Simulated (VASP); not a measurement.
A run of VASP 6.6.1 is set up as follows.

File INCAR:

```
AGGAC = 1.0
AGGAX = 1.0
ALDAC = 0.0
ALDAX = 1.0
ALGO = Normal
EDIFF = 1E-6
ENCUT = 520
GGA = B5
ISIF = 2
ISMEAR = -1
LASPH = T
LCHARG = F
LREAL = F
LWAVE = F
NBANDS = 12
NELM = 60
PREC = Accurate
SIGMA = 0.1
```

KPOINTS

```
k-points
0
Gamma
  13 13 13
```

File POSCAR:

```
Cd
1.0
    0.0000000000      2.2664976371      2.2664976371
    2.2664976371      0.0000000000      2.2664976371
    2.2664976371      2.2664976371      0.0000000000
Cd
1
Direct
    0.0000000000      0.0000000000      0.0000000000
```

Potentials or basis: VASP PAW PBE potentials, release 64 (Cd).

Command:

```sh
$ cat potpaw_PBE.64/Cd/POTCAR > POTCAR
$ mpirun -np 1 vasp_std > vasp.out
```

Task: Predict the pressure.

Result: 4.0 GPa.

Task: What does it give for the band gap on the k mesh?

Result: Zero (bands 6 and 7 overlap by 2.38 eV).

Caveat: the cell stands under pressure; the PAW data sets were made with another functional, which shifts forces and pressure a little.
